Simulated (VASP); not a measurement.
Runs of VASP 6.6.1 on GeIrRu3. The structure is that of space group P6/mmm (No. 191), or close to it. The cells are those of the table. 

```tsv
task	spin	cell	cutoff (eV)	gap on the mesh (eV)	pressure (GPa)
single point	off	a = 4.508, b = 4.508, c = 4.313 Å, angles 90.0, 90.0, 120.0°, 5 atoms	520	none	126.8
relaxation of cell and atoms	off	relaxed from a = 4.508, b = 4.508, c = 4.313 Å, angles 90.0, 90.0, 120.0°, 5 atoms	600	none	0.0
single point	off	a = 5.168, b = 5.168, c = 4.685 Å, angles 90.0, 90.0, 120.0°, 5 atoms	520	none	0.0
single point	collinear, ferromagnetic start	a = 5.168, b = 5.168, c = 4.685 Å, angles 90.0, 90.0, 120.0°, 5 atoms	520	none	(a)
```

Alike in all rows: level PBE; potentials or basis VASP PAW PBE potentials, release 64 (Ge_d, Ru_pv, Ir); k mesh 6 × 6 × 4; smearing gaussian 0.1 eV.

Fill in the values left out.

(a) 1.6.

Caveats: some runs use coarse meshes; spin-orbit coupling is left out, which moves the levels of the heavy elements.

A k mesh can miss the band edges, and the runs leave out spin-orbit coupling on Ge, Ir, Ru.

A gap of «none» marks levels without a gap at the run's occupations.
